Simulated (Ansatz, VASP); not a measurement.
Te2Mo: VASP beside Ansatz

```
Te Mo
1.0
     3.56023    0.00000    0.00000
    -1.78012    3.08325    0.00000
     0.00000    0.00000   16.12213
Te Mo
2 1
Direct
  0.33333 0.66667 0.89786
  0.33333 0.66667 0.10214
  0.00000 0.00000 0.00000
```

Change from the starting cell: strain +0.000 along x and y, -0.080 along z, atoms carried along.

Alike in both runs: task single point; functional r2SCAN; k mesh 12 × 12 × 2; occupations gaussian, width 0.05 eV; no spin polarisation.

|  | VASP | Ansatz |
| --- | --- | --- |
| version | VASP 6.6.1 | Ansatz 0.2.0 |
| potentials or method | VASP PAW PBE potentials, release 64 (Te, Mo_sv), cutoff 520 eV | scalar-relativistic, plane waves, PAW |
| valence electrons in the cell | 26 | 46 |

|  | VASP | Ansatz | Ansatz less VASP |
| --- | --- | --- | --- |
| gap on the k mesh at the Fermi level (eV) | 0.82 | 0.84 | +0.018 |
| least direct gap on the mesh (eV) | 0.93 | 0.94 | +0.001 |
| rms of the force components (eV/Å) | 1.182 | 1.162 | -0.0204 |

VASP's potentials were made for PBE, not for r2SCAN. Atom by atom the forces differ by 0.020 eV/Å (rms over components). VASP's potentials hold 26 valence electrons a cell and Ansatz's 46, so a difference there can come from the potentials and not from the codes.

Spin-orbit coupling is off throughout.
